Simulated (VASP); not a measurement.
Ir:

```
Ir
1.0
     2.51863    0.00000    0.00000
    -1.25932    2.18120    0.00000
     0.00000    0.00000    2.42865
Ir
1
Direct
  0.00000 0.00000 0.00000
```

Base run:

```yaml
Program: VASP 6.6.1
Functional: PBE
Potentials_or_basis: VASP PAW PBE potentials, release 64 (Ir_sv_GW)
Cutoff: 500 eV
k_mesh: 16 × 16 × 15
Occupations: fermi-dirac, width 0.05 eV
Spin: no spin polarisation
```

Its results: pressure 72.4 GPa.

Problem. The run is repeated on the same cell with these changes: potentials or basis from VASP PAW PBE potentials, release 64 (Ir_sv_GW) to VASP PAW PBE potentials, release 64 (Ir); cutoff from 500 eV to 520 eV; further incar settings from ALGO = Normal; EDIFF = 1e-06; NBANDS = 14 to ALGO = Normal; EDIFF = 1e-07; NBANDS = 10; valence electrons from 17 to 9. What comes out?

Solution. Pressure 77.1 GPa.
